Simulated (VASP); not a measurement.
**Ir: single point with PBE**

Crystal: Ir.

```xyz
1
Lattice="0.0000 2.0626 1.5944 2.0626 0.0000 1.5944 2.0626 2.0626 0.0000" Properties=species:S:1:pos:R:3 pbc="T T T"
Ir    0.0000    0.0000    0.0000
```

```yaml
Program: VASP 6.6.1
Task: single point
Functional: PBE
Potentials_or_basis: VASP PAW PBE potentials, release 64 (Ir)
Cutoff: 520 eV
k_mesh: 22 × 22 × 22
Occupations: gaussian, width 0.15 eV
Spin: no spin polarisation
```

The pressure is 39.2 GPa. The band gap on the k mesh is zero (an odd number of electrons rules out a gap without spin polarisation).

Stress tensor (GPa, compression positive):
```
22.04  0.00  0.00
 0.00 22.04  0.00
 0.00  0.00 73.59
```

Levels at points of the mesh, in eV from the Fermi level:
```csv
k point,band 1,band 2,band 3,band 4,band 5,band 6,band 7,band 8
"(0.00, 0.00, 0.00)",-11.34,-4.25,-4.25,-3.35,-1.53,-0.08,15.76,17.65
"(0.50, 0.00, 0.00)",-8.29,-5.65,-1.62,-0.41,0.07,2.29,8.48,13.35
"(0.50, 0.50, 0.00)",-7.89,-7.87,1.39,1.83,1.83,6.34,9.15,9.15
"(0.50, 0.00, 0.50)",-8.21,-6.70,0.06,0.24,0.26,2.63,9.34,12.58
```

It took 38 s on 1 thread of Intel(R) Xeon(R) 6975P-C (Granite Rapids), on a shared host, peak memory 0.24 GiB.

Caveat: the cell stands under pressure; spin-orbit coupling is left out, which moves the levels of the heavy elements.
